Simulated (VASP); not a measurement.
# PtSeS4 (I422) in VASP: further runs, part 3 of 3

VASP 6.6.1.

**6. Single point, PBE, collinear spin**

This run uses another cell than the first one, of 19.16 Å³/atom.

Contents of INCAR:

```
PREC = Accurate ; ENCUT = 520
EDIFF = 1E-6 ; ISMEAR = 0
SIGMA = 0.1 ; LREAL = F
LASPH = T ; NELM = 150
ALGO = Normal ; ISIF = 2
LWAVE = F ; LCHARG = F
ISPIN = 2 ; MAGMOM = 1 0 0 0 0 0
LORBIT = 11 ; LMAXMIX = 4
GGA = PE ; NBANDS = 33
```

Contents of KPOINTS:

```
regular mesh
0
Gamma
  4 4 4
```

Contents of POSCAR:

```
PtSeS4
1.0
   -3.2232746700      3.2232746700      2.7663179500
    3.2232746700     -3.2232746700      2.7663179500
    3.2232746700      3.2232746700     -2.7663179500
Pt Se S
1 1 4
Direct
    0.0000000000      0.0000000000      0.0000000000
    0.5000000000      0.5000000000      0.0000000000
    0.9157789900      0.4157789900      0.8315579900
    0.5842210100      0.0842210100      0.1684420100
    0.0842210100      0.9157789900      0.5000000000
    0.4157789900      0.5842210100      0.5000000000
```

Potentials or basis: VASP PAW PBE potentials, release 64 (Pt, Se, S).

Launch:

```console
$ cat potpaw_PBE.64/Pt/POTCAR potpaw_PBE.64/Se/POTCAR potpaw_PBE.64/S/POTCAR > POTCAR
$ mpirun -np 1 vasp_std > vasp.out
```

OUTCAR:

```text
PREC = Accurate
   ENCUT = 520
   EDIFF = 1E-6
   ISMEAR = 0
   LREAL = F
   LASPH = T
   NELM = 150
   ISIF = 2
   ISPIN = 2
   LORBIT = 11
   GGA = PE

 ion  position               nearest neighbor table
   1  0.000  0.000  0.000-   2 2.77   2 2.77   4 2.77   3 2.77   5 2.77   5 2.77   6 2.77   6 2.77
                             4 2.77   3 2.77
   2  0.500  0.500  0.000-   1 2.77   1 2.77   4 2.77   3 2.77   6 2.77   6 2.77   5 2.77   5 2.77
                             3 2.77   4 2.77
   3  0.916  0.416  0.832-   1 2.77   2 2.77   2 2.77   1 2.77
   4  0.584  0.084  0.168-   1 2.77   2 2.77   2 2.77   1 2.77
   5  0.084  0.916  0.500-   1 2.77   1 2.77   2 2.77   2 2.77
   6  0.416  0.584  0.500-   2 2.77   2 2.77   1 2.77   1 2.77
[... 1141 lines left out ...]
      0.00000      0.00000      0.00000        -0.000000     -0.000000     -0.000000
      0.00000      0.00000      2.76632        -0.000000     -0.000000     -0.000000
      1.06870      4.29198      1.38316         0.119252      0.119252     -0.000000
     -1.06870      2.15457      1.38316        -0.119252     -0.119252      0.000000
      4.29198     -1.06870      1.38316         0.119252     -0.119252     -0.000000
      2.15457      1.06870      1.38316        -0.119252      0.119252     -0.000000
 -----------------------------------------------------------------------------------
    total drift:                               -0.000001      0.000001      0.000000

  FREE ENERGIE OF THE ION-ELECTRON SYSTEM (eV)
  ---------------------------------------------------
  free  energy   TOTEN  =       -20.7040470877 eV

  energy  without entropy=      -20.6833991633  energy(sigma->0) =      -20.69372313

 total charge

# of ion       s       p       d       tot
------------------------------------------
    1        0.520   0.391   7.982   8.893
    2        1.578   1.865   0.099   3.542
    3        1.420   2.089   0.000   3.509
    4        1.420   2.089   0.000   3.509
    5        1.420   2.089   0.000   3.509
    6        1.420   2.089   0.000   3.509
--------------------------------------------------
tot          7.777  10.614   8.081  26.472

 magnetization (x)

# of ion       s       p       d       tot
------------------------------------------
    1       -0.000  -0.000  -0.000  -0.000
    2       -0.000  -0.000  -0.000  -0.000
    3        0.000   0.000   0.000   0.000
    4        0.000   0.000   0.000   0.000
    5        0.000   0.000   0.000   0.000
    6        0.000   0.000   0.000   0.000
--------------------------------------------------
tot         -0.000   0.000  -0.000   0.000
```

OSZICAR:

```text
N       E                     dE             d eps       ncg     rms          rms(c)
DAV:   1     0.196514988568E+03    0.19651E+03   -0.17343E+04  1716   0.105E+03
DAV:   2    -0.979759525104E+01   -0.20631E+03   -0.19775E+03  2168   0.206E+02
DAV:   3    -0.223692949146E+02   -0.12572E+02   -0.12328E+02  2144   0.494E+01
DAV:   4    -0.225357993947E+02   -0.16650E+00   -0.16629E+00  2071   0.672E+00
DAV:   5    -0.225388161992E+02   -0.30168E-02   -0.30161E-02  2151   0.897E-01    0.172E+01
DAV:   6    -0.243456159945E+02   -0.18068E+01   -0.60589E+01  1947   0.304E+01    0.272E+01
DAV:   7    -0.209368400608E+02    0.34088E+01   -0.61710E+00  1879   0.172E+01    0.830E+00
DAV:   8    -0.207399906706E+02    0.19685E+00   -0.24386E+00  1981   0.858E+00    0.446E+00
DAV:   9    -0.207062570048E+02    0.33734E-01   -0.42377E-01  1940   0.364E+00    0.122E+00
DAV:  10    -0.207047896305E+02    0.14674E-02   -0.15323E-02  2047   0.571E-01    0.677E-01
DAV:  11    -0.207039972893E+02    0.79234E-03   -0.59343E-03  1926   0.315E-01    0.296E-01
DAV:  12    -0.207040613113E+02   -0.64022E-04   -0.61136E-04  2080   0.131E-01    0.851E-02
DAV:  13    -0.207040546942E+02    0.66171E-05   -0.55084E-05  2008   0.344E-02    0.354E-02
DAV:  14    -0.207040490657E+02    0.56285E-05   -0.90716E-06  2088   0.126E-02    0.154E-02
DAV:  15    -0.207040473906E+02    0.16751E-05   -0.16604E-06  1144   0.570E-03    0.662E-03
DAV:  16    -0.207040470877E+02    0.30296E-06   -0.55202E-07  1016   0.344E-03
   1 F= -.20704047E+02 E0= -.20693723E+02  d E =-.206479E-01  mag=     0.0001
```

stdout:

```text
POSCAR found type information on POSCAR PtSeS
 POSCAR found :  3 types and       6 ions
 scaLAPACK will be used
 LDA part: xc-table for (Slater+PW92), standard interpolation
 POSCAR, INCAR and KPOINTS ok, starting setup
 FFT: planning ... GRIDC
 FFT: planning ... GRID_SOFT
 FFT: planning ... GRID
 WAVECAR not read
 entering main loop
```

Run time: 46 s. Hardware: 1 thread of Intel Xeon 6975P-C (Granite Rapids), shared host; peak memory 0.32 GiB.

What came out:

```yaml
Free_energy: -20.7040 eV
Pressure: -5.7 GPa
Largest_force: 0.169 eV/Å
Band_gap_on_the_k_mesh: zero (filled and empty bands overlap)
Net_moment: 0.00 μB per cell
Valence_electrons_inside_the_program's_atomic_spheres: Pt 8.89; Se 3.54; S 3.51
```

Forces in eV/Å, atoms in the order of the input:
```
Pt   0.000  0.000  0.000
Se   0.000  0.000  0.000
S    0.119  0.119  0.000
S   -0.119 -0.119  0.000
S    0.119 -0.119  0.000
S   -0.119  0.119  0.000
```

Stress tensor (GPa, compression positive):
```
-9.97  0.00  0.00
 0.00 -9.97  0.00
 0.00  0.00  2.72
```

Caveat: the k points lie up to 0.37 Å⁻¹ apart; spin-orbit coupling is left out, which moves the levels of the heavy elements.

**7. Single point, PBE**

This run uses another cell than the first one, of 18.25 Å³/atom.

Contents of INCAR:

```
SYSTEM = PtSeS4
PREC = Accurate
ENCUT = 520
EDIFF = 1E-7
ISMEAR = 0
SIGMA = 0.1
LREAL = .FALSE.
LASPH = .TRUE.
NELM = 100
ALGO = Normal
ISIF = 2
LWAVE = .FALSE.
LCHARG = .FALSE.
GGA = PE
NBANDS = 29
```

Contents of KPOINTS:

```
Automatic mesh
0
G
  10 10 10
  0 0 0
```

Contents of POSCAR:

```
PtSeS4
1.0
   -2.8614197306      2.8614197306      3.3438542696
    2.8614197306     -2.8614197306      3.3438542696
    2.8614197306      2.8614197306     -3.3438542696
Pt Se S
1 1 4
Direct
    0.0000000000      0.0000000000      0.0000000000
    0.5000000000      0.5000000000      0.0000000000
    0.8737411704      0.3737411704      0.7474823409
    0.6262588296      0.1262588296      0.2525176591
    0.1262588296      0.8737411704      0.5000000000
    0.3737411704      0.6262588296      0.5000000000
```

Launch:

```console
$ cat potpaw_PBE.64/Pt/POTCAR potpaw_PBE.64/Se/POTCAR potpaw_PBE.64/S/POTCAR > POTCAR
$ mpirun -np 1 vasp_std > vasp.out
```

Wall time 2.3 min (1 thread of Intel Xeon 6975P-C (Granite Rapids), shared host); peak memory 0.45 GiB.

It converged, with:

* Free energy: -23.3340 eV
* Pressure: -0.3 GPa
* Largest force: 0.152 eV/Å
* Band gap on the k mesh: zero (bands 20 and 21 overlap by 1.31 eV)

Forces in eV/Å, atoms in the order of the input:
```
Pt   0.000  0.000  0.000
Se   0.000  0.000  0.000
S   -0.107 -0.107  0.000
S    0.107  0.107  0.000
S   -0.107  0.107  0.000
S    0.107 -0.107  0.000
```

Stress tensor (GPa, compression positive):
```
-0.49  0.00  0.00
 0.00 -0.49  0.00
 0.00  0.00 -0.05
```

Levels at points of the mesh, in eV from the Fermi level:
```csv
k point,band 18,band 19,band 20,band 21,band 22,band 23
"(0.00, 0.00, 0.00)",-1.24,-1.17,1.12,1.37,1.59,1.59
"(0.50, 0.00, 0.00)",-1.18,-0.57,-0.48,-0.19,0.91,1.61
"(0.50, 0.50, 0.00)",-0.94,-0.93,-0.70,0.34,0.99,1.68
"(0.50, 0.50, 0.50)",-0.84,-0.84,-0.47,0.30,0.63,0.63
```

Caveat: spin-orbit coupling is left out, which moves the levels of the heavy elements.

**8. Summary**

| task | spin | cell | k mesh | cutoff (eV) | gap on the mesh (eV) | pressure (GPa) | moment (μB) | largest force (eV/Å) |
| --- | --- | --- | --- | --- | --- | --- | --- | --- |
| single point | off | a = 5.248 Å, angles 114.2, 114.2, 100.4°, 6 atoms, atomic positions A | 4 × 4 × 4 | 520 | none | -0.3 | - | 0.14 |
| single point | off | a = 5.332 Å, angles 105.6, 105.6, 117.5°, 6 atoms, atomic positions B | 4 × 4 × 4 | 520 | none | -5.7 | - | 0.17 |
| relaxation of cell and atoms | off | relaxed from a = 5.332 Å, angles 105.6, 105.6, 117.5°, 6 atoms, atomic positions B | 4 × 4 × 4 | 600 | none | 0.0 | - | 0.02 |
| single point | collinear | a = 5.248 Å, angles 114.2, 114.2, 100.4°, 6 atoms, atomic positions A | 4 × 4 × 4 | 520 | none | -0.3 | 0.00 | 0.14 |
| single point | collinear | a = 5.332 Å, angles 105.6, 105.6, 117.5°, 6 atoms, atomic positions B | 4 × 4 × 4 | 520 | none | -5.7 | 0.00 | 0.17 |
| single point | off | a = 5.249 Å, angles 113.9, 113.9, 100.9°, 6 atoms, atomic positions A | 10 × 10 × 10 | 520 | none | -0.3 | - | 0.15 |

Alike in all rows: level PBE; potentials or basis VASP PAW PBE potentials, release 64 (Pt, Se, S); smearing gaussian 0.1 eV.

Caveats: some runs use coarse meshes; spin-orbit coupling is left out, which moves the levels of the heavy elements.

Total energies depend on the potentials used, so only differences within one code and one set of settings carry meaning.
